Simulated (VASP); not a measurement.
# NbSi (rocksalt type) (Fm-3m) in VASP: a series of runs

Runs on NbSi (rocksalt type). Level: PBE. Tasks: single point, relaxation of cell and atoms.

All numbers are computed with VASP 6.6.1; they aren't measurements. Logs are shortened: lines on timing, memory, paths and dates and some standing lists are left out, and cuts for length are marked.

## (1) The cell of the first run

The structure is cubic, space group Fm-3m (No. 225). Conventional cell: a = 5.248 Å, b = 5.248 Å, c = 5.248 Å, α = 90.00°, β = 90.00°, γ = 90.00°. Within 3.5 Å of Nb (site symmetry m-3m) lie 6 Si at 2.62 Å. Within 3.5 Å of Si (site symmetry m-3m) lie 6 Nb at 2.62 Å.

## (2) Single point, PBE (18.07 Å³/atom)

Input file INCAR:

```
ALGO = Normal
EDIFF = 1E-6
ENCUT = 520
GGA = PE
ISIF = 2
ISMEAR = -1
LASPH = T
LCHARG = F
LREAL = F
LWAVE = F
NBANDS = 16
NELM = 80
PREC = Accurate
SIGMA = 0.05
```

Input file KPOINTS:

```
k-points
0
Gamma
  14 14 14
```

Input file POSCAR:

```
NbSi
1.0
    0.0000000000      2.6241277260      2.6241277260
    2.6241277260      0.0000000000      2.6241277260
    2.6241277260      2.6241277260      0.0000000000
Nb Si
1 1
Direct
    0.0000000000      0.0000000000      0.0000000000
    0.5000000000      0.5000000000      0.5000000000
```

Potentials or basis: VASP PAW PBE potentials, release 64 (Nb_sv, Si).

Started as:

```
> cat potpaw_PBE.64/Nb_sv/POTCAR potpaw_PBE.64/Si/POTCAR > POTCAR
> mpirun -np 1 vasp_std > vasp.out
```

OUTCAR:

```text
EDIFF = 1E-6
   ENCUT = 520
   GGA = PE
   ISIF = 2
   ISMEAR = -1
   LASPH = T
   LREAL = F
   NELM = 80
   PREC = Accurate

 ion  position               nearest neighbor table
   1  0.000  0.000  0.000-   2 2.62   2 2.62   2 2.62   2 2.62   2 2.62   2 2.62
   2  0.500  0.500  0.500-   1 2.62   1 2.62   1 2.62   1 2.62   1 2.62   1 2.62

  LATTYP: Found a face centered cubic cell.
 ALAT       =     5.2482554520

  Lattice vectors:

 A1 = (   0.0000000000,   2.6241277260,   2.6241277260)
 A2 = (   2.6241277260,   0.0000000000,   2.6241277260)
 A3 = (   2.6241277260,   2.6241277260,   0.0000000000)

Analysis of symmetry for initial positions (statically):
=====================================================================
 Subroutine PRICEL returns:
 Original cell was already a primitive cell.

 Routine SETGRP: Setting up the symmetry group for a
 face centered cubic supercell.

 Subroutine GETGRP returns: Found 48 space group operations
 (whereof 48 operations were pure point group operations)
 out of a pool of 48 trial point group operations.

The static configuration has the point symmetry O_h .

Analysis of symmetry for dynamics (positions and initial velocities):
=====================================================================
 Subroutine PRICEL returns:
 Original cell was already a primitive cell.

 Routine SETGRP: Setting up the symmetry group for a
 face centered cubic supercell.

 Subroutine GETGRP returns: Found 48 space group operations
 (whereof 48 operations were pure point group operations)
 out of a pool of 48 trial point group operations.

The dynamic configuration has the point symmetry O_h .

 Subroutine INISYM returns: Found 48 space group operations
 (whereof 48 operations are pure point group operations),
 and found     1 'primitive' translations

----------------------------------------------------------------------------------------

                                     Primitive cell

  volume of cell :      36.1397

  direct lattice vectors                    reciprocal lattice vectors
     0.000000000  2.624127726  2.624127726    -0.190539506  0.190539506  0.190539506
     2.624127726  0.000000000  2.624127726     0.190539506 -0.190539506  0.190539506
     2.624127726  2.624127726  0.000000000     0.190539506  0.190539506 -0.190539506

  length of vectors
     3.711077020  3.711077020  3.711077020     0.330024105  0.330024105  0.330024105

  position of ions in fractional coordinates (direct lattice)
     0.000000000  0.000000000  0.000000000
     0.500000000  0.500000000  0.500000000

  ion indices of the primitive-cell ions
   primitive index   ion index
                 1           1
                 2           2

----------------------------------------------------------------------------------------

 KPOINTS: k-points

Automatic generation of k-mesh.
 Grid dimensions read from file:
 generate k-points for:   14   14   14

 Generating k-lattice:

  Cartesian coordinates                     Fractional coordinates (reciprocal lattice)
    -0.013609965  0.013609965  0.013609965     0.071428571  0.000000000  0.000000000
     0.013609965 -0.013609965  0.013609965     0.000000000  0.071428571  0.000000000
     0.013609965  0.013609965 -0.013609965     0.000000000  0.000000000  0.071428571

  Length of vectors
     0.023573150  0.023573150  0.023573150

  Shift w.r.t. Gamma in fractional coordinates (k-lattice)
     0.000000000  0.000000000  0.000000000

 Subroutine IBZKPT returns following result:
 ===========================================

 Found    104 irreducible k-points:

 Following reciprocal coordinates:
            Coordinates               Weight
  0.000000  0.000000  0.000000      1.000000
  0.071429  0.000000  0.000000      8.000000
  0.142857  0.000000  0.000000      8.000000
  0.214286  0.000000  0.000000      8.000000
  0.285714  0.000000  0.000000      8.000000
  0.357143  0.000000  0.000000      8.000000
[... 16 lines left out ...]
  0.214286  0.142857  0.000000     24.000000
  0.285714  0.142857  0.000000     24.000000
 [... further k-points ...]
   k-points           NKPTS =    104   k-points in BZ     NKDIM =    104   number of bands    NBANDS=     16
   number of dos      NEDOS =    301   number of ions     NIONS =      2
   total plane-waves  NPLWV =  21952
   dimension x,y,z NGX =    28 NGY =   28 NGZ =   28
   dimension x,y,z NGXF=    56 NGYF=   56 NGZF=   56
   ions per type =               1   1
   NGX,Y,Z   is equivalent  to a cutoff of  12.54, 12.54, 12.54 a.u.
   NGXF,Y,Z  is equivalent  to a cutoff of  25.09, 25.09, 25.09 a.u.
 SYSTEM =  unknown system
   PREC   = accura    normal or accurate (medium, high low for compatibility)
   ISTART =      0    job   : 0-new  1-cont  2-samecut
   ICHARG =      2    charge: 1-file 2-atom 10-const
   ISPIN  =      1    spin polarized calculation?
   LNONCOLLINEAR =      F non collinear calculations
   LSORBIT =      F    spin-orbit coupling
   LASPH  =      T    aspherical Exc in radial PAW
   ENCUT  =  520.0 eV  38.22 Ry    6.18 a.u.   6.90  6.90  6.90*2*pi/ulx,y,z
   NELM   =     80;   NELMIN=  2; NELMDL= -5     # of ELM steps
   EDIFF  = 0.1E-05   stopping-criterion for ELM
   LREAL  =      F    real-space projection
   EDIFFG = 0.1E-04   stopping-criterion for IOM
   NSW    =      0    number of steps for IOM
   IBRION =     -1    ionic relax: 0-MD 1-quasi-New 2-CG
   NFREE  =      0    steps in history (QN), initial steepest desc. (CG)
   ISIF   =      2    stress and relaxation
   ISYM   =      2    0-nonsym 1-usesym 2-fastsym
   POTIM  = 0.5000    time-step for ionic-motion
   TEBEG  =    0.0;   TEEND  =   0.0 temperature during run
   PSTRESS=    0.0 pullay stress
   NELECT =      17.0000    total number of electrons
   NUPDOWN=      -1.0000    fix difference up-down
   EMIN   =  10.00;   EMAX   =-10.00  energy-range for DOS
   EFERMI =   0.00;   METHOD = LEGACY
   ISMEAR =    -1;   SIGMA  =   0.05  broadening in eV -4-tet -1-fermi 0-gaus
   EFERMI_NEDOS =   21; number of points for ismear=-14 and -15
   IALGO  =     38    algorithm
   IMIX   =      4    mixing-type and parameters
     AMIX     =   0.40;   BMIX     =  1.00
     AMIX_MAG =   1.60;   BMIX_MAG =  1.00
  volume/ion in A,a.u.               =      18.07       121.94
  Fermi-wavevector in a.u.,A,eV,Ry     =   1.273199  2.405997 22.055517  1.621035
  Thomas-Fermi vector in A             =   2.406035
   LORBIT       =      0    0 simple, 1 ext, 2 COOP (PROOUT), +10 PAW based schemes
   GGA     = PE    functional components
   LHFCALC =     F    Hartree Fock is set to
   AEXX    =    0.0000 exact exchange contribution
   IVDW    =     0    specifies the selected vdW correction
   LEPSILON=     F    determine dielectric tensor
   LRPA    =     F    only Hartree local field effects (RPA)
 non-spin polarized calculation
  energy-cutoff  :      520.00
  volume of cell :       36.14
 maximum number of plane-waves:       990
   NGX = 13   NGY = 13   NGZ = 13

 number of electron      16.9999998 magnetization

 Free energy of the ion-electron system (eV)
  ---------------------------------------------------
  ext. energy  EPLUGINS =         0.00000000
  ---------------------------------------------------
  free energy    TOTEN  =       -16.04463626 eV

  energy without entropy =      -16.03140268  energy(sigma->0) =      -16.03801947

 E-fermi :   9.5545     XC(G=0): -11.3232

 val. band max:        9.5479023014   @ k =   0.2857   0.2143   0.0000
 cond. band min:       9.5693461543   @ k =   0.2857   0.1429   0.0714
 fundamental gap:      0.0214438529
 Fermi energy:         9.5544624576

 k-point     1 :       0.0000    0.0000    0.0000
  band No.  band energies     occupation
      1     -45.8788      2.00000
      2     -21.8856      2.00000
      3     -21.8856      2.00000
      4     -21.8856      2.00000
      5      -0.8500      2.00000
      6       8.4022      2.00000
[... 8 lines left out ...]
     15      18.1966      0.00000
     16      22.2519      0.00000

 k-point     2 :       0.0714    0.0000    0.0000
  band No.  band energies     occupation
      1     -45.8781      2.00000
      2     -21.8939      2.00000
      3     -21.8867      2.00000
      4     -21.8867      2.00000
      5      -0.7583      2.00000
      6       8.2262      2.00000
[... 8 lines left out ...]
     15      18.4922      0.00000
     16      21.8334      0.00000

 k-point     3 :       0.1429    0.0000    0.0000
  band No.  band energies     occupation
      1     -45.8764      2.00000
      2     -21.9170      2.00000
      3     -21.8896      2.00000
      4     -21.8896      2.00000
      5      -0.4880      2.00000
      6       7.7268      2.00000
[... 8 lines left out ...]
     15      19.1494      0.00000
     16      21.2934      0.00000

 k-point     4 :       0.2143    0.0000    0.0000
  band No.  band energies     occupation
      1     -45.8739      2.00000
      2     -21.9501      2.00000
      3     -21.8939      2.00000
      4     -21.8939      2.00000
      5      -0.0527      2.00000
      6       6.9862      2.00000
[... 8 lines left out ...]
     15      20.0175      0.00000
     16      20.2050      0.00000

 k-point     5 :       0.2857    0.0000    0.0000
  band No.  band energies     occupation
      1     -45.8712      2.00000
      2     -21.9866      2.00000
      3     -21.8986      2.00000
      4     -21.8986      2.00000
      5       0.5244      2.00000
      6       6.1101      2.00000
[... 8 lines left out ...]
     15      19.0534      0.00000
     16      19.0534      0.00000

 k-point     6 :       0.3571    0.0000    0.0000
  band No.  band energies     occupation
      1     -45.8687      2.00000
      2     -22.0192      2.00000
      3     -21.9028      2.00000
      4     -21.9028      2.00000
      5       1.2060      2.00000
      6       5.1933      2.00000
[... 8 lines left out ...]
     15      18.1109      0.00000
     16      18.1109      0.00000

 k-point     7 :       0.4286    0.0000    0.0000
  band No.  band energies     occupation
      1     -45.8670      2.00000
      2     -22.0417      2.00000
      3     -21.9057      2.00000
      4     -21.9057      2.00000
      5       1.9129      2.00000
      6       4.3411      2.00000
[... 8 lines left out ...]
     15      17.7977      0.00000
     16      17.7977      0.00000

 k-point     8 :       0.5000    0.0000    0.0000
  band No.  band energies     occupation
      1     -45.8663      2.00000
      2     -22.0497      2.00000
      3     -21.9068      2.00000
      4     -21.9068      2.00000
      5       2.3232      2.00000
      6       3.8821      2.00000
[... 8 lines left out ...]
     15      17.9111      0.00000
     16      17.9111      0.00000

 k-point     9 :       0.0714    0.0714    0.0000
  band No.  band energies     occupation
      1     -45.8779      2.00000
      2     -21.8936      2.00000
      3     -21.8886      2.00000
      4     -21.8886      2.00000
      5      -0.7287      2.00000
      6       8.2851      2.00000
[... 8 lines left out ...]
     15      18.6146      0.00000
     16      21.6695      0.00000
[... 172 lines left out ...]
 k-point    19 :      -0.2143    0.0714    0.0000
  band No.  band energies     occupation
      1     -45.8726      2.00000
      2     -21.9632      2.00000
      3     -21.9032      2.00000
      4     -21.8935      2.00000
      5       0.1914      2.00000
      6       6.6547      2.00000
[... 8 lines left out ...]
     15      19.0002      0.00000
     16      20.0692      0.00000

 k-point    20 :      -0.1429    0.0714    0.0000
  band No.  band energies     occupation
      1     -45.8752      2.00000
      2     -21.9301      2.00000
      3     -21.8974      2.00000
      4     -21.8894      2.00000
      5      -0.2858      2.00000
      6       7.4565      2.00000
[... 8 lines left out ...]
     15      19.1237      0.00000
     16      20.7073      0.00000

 k-point    21 :      -0.0714    0.0714    0.0000
  band No.  band energies     occupation
      1     -45.8772      2.00000
      2     -21.9053      2.00000
      3     -21.8916      2.00000
      4     -21.8870      2.00000
      5      -0.6081      2.00000
      6       8.0389      2.00000
[... 8 lines left out ...]
     15      18.8818      0.00000
     16      21.1032      0.00000

 k-point    22 :       0.1429    0.1429    0.0000
  band No.  band energies     occupation
      1     -45.8757      2.00000
      2     -21.9154      2.00000
      3     -21.8968      2.00000
      4     -21.8968      2.00000
      5      -0.3837      2.00000
      6       7.3773      2.00000
[... 8 lines left out ...]
     15      19.7452      0.00000
     16      20.6768      0.00000

 k-point    23 :       0.2143    0.1429    0.0000
  band No.  band energies     occupation
      1     -45.8738      2.00000
      2     -21.9367      2.00000
      3     -21.9023      2.00000
      4     -21.9007      2.00000
      5      -0.0849      2.00000
      6       6.8520      2.00000
[... 8 lines left out ...]
     15      19.4433      0.00000
     16      20.1513      0.00000

 k-point    24 :       0.2857    0.1429    0.0000
  band No.  band energies     occupation
      1     -45.8714      2.00000
      2     -21.9664      2.00000
      3     -21.9077      2.00000
      4     -21.9054      2.00000
      5       0.3562      2.00000
      6       6.2927      2.00000
[... 8 lines left out ...]
     15      18.8838      0.00000
     16      19.5590      0.00000

 [... further k-points ...]

------------------------ aborting loop because EDIFF is reached ----------------------------------------

  FORCE on cell =-STRESS in cart. coord.  units (eV):
  Direction    XX          YY          ZZ          XY          YZ          ZX
  --------------------------------------------------------------------------------------
  -------------------------------------------------------------------------------------
  Total       -1.7831212     -1.7831212     -1.7831212      0.0000000      0.0000000      0.0000000
  in kB      -79.0508507    -79.0508507    -79.0508507      0.0000000      0.0000000      0.0000000
  external PRESSURE =     -79.0508507 kB  Pullay stress =       0.0000000 kB

 VOLUME and BASIS-vectors are now :
 -----------------------------------------------------------------------------
  energy-cutoff  :      520.00
  volume of cell :       36.14
      direct lattice vectors                 reciprocal lattice vectors
     0.000000000  2.624127726  2.624127726    -0.190539506  0.190539506  0.190539506
     2.624127726  0.000000000  2.624127726     0.190539506 -0.190539506  0.190539506
     2.624127726  2.624127726  0.000000000     0.190539506  0.190539506 -0.190539506

 POSITION                                       TOTAL-FORCE (eV/Angst)
 -----------------------------------------------------------------------------------
      0.00000      0.00000      0.00000         0.000000      0.000000     -0.000000
      2.62413      2.62413      2.62413         0.000000      0.000000      0.000000
 -----------------------------------------------------------------------------------
    total drift:                               -0.000000      0.000000      0.000000

  FREE ENERGIE OF THE ION-ELECTRON SYSTEM (eV)
  ---------------------------------------------------
  free  energy   TOTEN  =       -16.0446362643 eV

  energy  without entropy=      -16.0314026784  energy(sigma->0) =      -16.03801947
```

Run time: 84 s. Hardware: 1 thread of Intel Xeon 8259CL, shared host; peak memory 0.2 GiB.

What came out:

```
Free energy            : -16.0446 eV
Pressure               : -7.9 GPa
Band gap on the k mesh : zero (an odd number of electrons rules out a gap without spin polarisation)
```

Levels at points of the mesh, in eV from the Fermi level:
| k point | band 6 | band 7 | band 8 | band 9 | band 10 | band 11 |
| --- | --- | --- | --- | --- | --- | --- |
| (0.00, 0.00, 0.00) | -1.15 | -1.15 | -1.15 | -0.69 | -0.69 | 2.23 |
| (0.50, 0.00, 0.00) | -5.67 | -3.05 | -3.05 | 1.15 | 1.15 | 2.24 |
| (0.50, 0.50, 0.00) | -3.44 | -2.93 | -0.07 | -0.07 | 0.29 | 1.75 |

Caveat: the cell stands under tension.

## (3) Relaxation of cell and atoms, PBE

This run uses another cell than the first one, of 17.06 Å³/atom.

Input file INCAR:

```
  PREC = Accurate
  ENCUT = 600
  EDIFF = 1E-6
  ISMEAR = -1
  SIGMA = 0.05
  LREAL = F
  LASPH = T
  NELM = 60
  ALGO = Normal
  ISIF = 3
  LWAVE = F
  LCHARG = F
  GGA = PE
  IBRION = 2
  NSW = 100
  EDIFFG = -0.005
```

Input file KPOINTS:

```
regular mesh
0
Gamma
  14 14 14
```

Input file POSCAR:

```
NbSi
1.0
    0.0000000000      2.5742341955      2.5742341955
    2.5742341955      0.0000000000      2.5742341955
    2.5742341955      2.5742341955      0.0000000000
Nb Si
1 1
Direct
    0.0000000000      0.0000000000      0.0000000000
    0.5000000000      0.5000000000      0.5000000000
```

Potentials or basis: VASP PAW PBE potentials, release 64 (Nb_sv, Si).

Started as:

```
> cat potpaw_PBE.64/Nb_sv/POTCAR potpaw_PBE.64/Si/POTCAR > POTCAR
> mpirun -np 1 vasp_std > vasp.out
```

Wall time 3.1 min (1 thread of Intel Xeon 8259CL, shared host); peak memory 0.22 GiB.

It converged, with:

```yaml
Free_energy: -16.0978 eV
Relaxed_volume: 17.03 Å³/atom
Relaxed_cell: a = 3.639 Å, b = 3.639 Å, c = 3.639 Å, α = 60.00°, β = 60.00°, γ = 60.00°
Space_group_after_relaxing_to_0.1_Å: Fm-3m (No. 225)
Energy_gained_by_relaxing: 0.0 meV/atom
Ionic_steps: 3
Pressure_after_relaxing: 0.0 GPa
Band_gap_on_the_k_mesh: zero (an odd number of electrons rules out a gap without spin polarisation)
```

Final structure:
```cif
data_structure
_symmetry_space_group_name_H-M 'P 1'
_symmetry_Int_Tables_number 1
_cell_length_a 3.6385
_cell_length_b 3.6385
_cell_length_c 3.6385
_cell_angle_alpha 60.000
_cell_angle_beta 60.000
_cell_angle_gamma 60.000
_cell_volume 34.06
loop_
_atom_site_label
_atom_site_type_symbol
_atom_site_fract_x
_atom_site_fract_y
_atom_site_fract_z
_atom_site_occupancy
Nb1 Nb 0.00000 0.00000 0.00000 1
Si1 Si 0.50000 0.50000 0.50000 1
```

Levels at points of the mesh, in eV from the Fermi level:
```csv
k point,band 6,band 7,band 8,band 9,band 10,band 11
"(0.00, 0.00, 0.00)",-1.29,-1.29,-1.29,-0.75,-0.75,2.38
"(0.50, 0.00, 0.00)",-5.96,-3.24,-3.24,1.26,1.26,2.48
"(0.50, 0.50, 0.00)",-3.54,-3.21,-0.01,-0.01,0.31,1.92
```
